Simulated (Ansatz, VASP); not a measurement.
## CoSn: VASP beside Ansatz

```xyz
6
Lattice="5.0847 0.0000 0.0000 -2.5424 4.4035 0.0000 0.0000 0.0000 3.8919" Properties=species:S:1:pos:R:3 pbc="T T T"
Co   -1.2712    2.2017    0.0000
Co    1.2712    2.2017    0.0000
Co    2.5424    0.0000    0.0000
Sn    2.5424    1.4678    1.9459
Sn    0.0000    2.9357    1.9459
Sn    0.0000    0.0000    0.0000
```

Change from the starting cell: strain -0.040 along x and y, -0.080 along z, atoms carried along.

Alike in both runs: task single point; functional PBE; k mesh 12 × 12 × 12; occupations gaussian, width 0.15 eV; no spin polarisation.

|  | VASP | Ansatz |
| --- | --- | --- |
| version | VASP 6.6.1 | Ansatz 0.2.0 |
| potentials or method | VASP PAW PBE potentials, release 64 (Co, Sn_d), cutoff 520 eV | scalar-relativistic, plane waves, PAW |
| valence electrons in the cell | 69 | 93 |

VASP gave:

- gap on the k mesh at the Fermi level (eV): none
- pressure (GPa): 31.7
- traceless stress, the component that is largest in VASP (GPa): 8.96

What did Ansatz give for the same quantities?

gap on the k mesh at the Fermi level (eV): none; pressure (GPa): 31.7; traceless stress, the component that is largest in VASP (GPa): 9.01.

A gap of «none» marks a metal or a gap that the smearing closes. Both programs put the cell under a high pressure, so it lies far from rest at this level. VASP's potentials hold 69 valence electrons a cell and Ansatz's 93, so a difference there can come from the potentials and not from the codes.
